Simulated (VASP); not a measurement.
Cl, 1 atom in the cell. Symmetry: Pm-3m, No. 221, cubic system. Conventional cell: a = 2.860 Å, b = 2.860 Å, c = 2.860 Å, α = 90.00°, β = 90.00°, γ = 90.00°. Within 3.8 Å of Cl (site symmetry m-3m) lie 6 Cl at 2.86 Å. 

```yaml
Program: VASP 6.6.1
Task: single point
Functional: PBE
Potentials_or_basis: VASP PAW PBE potentials, release 64 (Cl)
Cutoff: 520 eV
k_mesh: 8 × 8 × 8
Occupations: methfessel-paxton, width 0.15 eV
Spin: no spin polarisation
Dipole_correction: no
Further_INCAR_settings: ALGO = Normal; EDIFF = 1e-07; NBANDS = 10
```

Potentials or basis: VASP PAW PBE potentials, release 64 (Cl).

The run is started by

```bash
$ cat potpaw_PBE.64/Cl/POTCAR > POTCAR
$ mpirun -np 1 vasp_std > vasp.out
```

Hardware: 1 thread of Intel(R) Xeon(R) Platinum 8259CL CPU @ 2.50GHz (Skylake/Cascade Lake), on a shared host.

Task: How long does it take, and how much memory?

Result: Run time: 4.1 s on 1 thread of Intel(R) Xeon(R) Platinum 8259CL CPU @ 2.50GHz (Skylake/Cascade Lake), on a shared host, peak memory 0.13 GiB. Counts: scf iterations 12, k points 35.
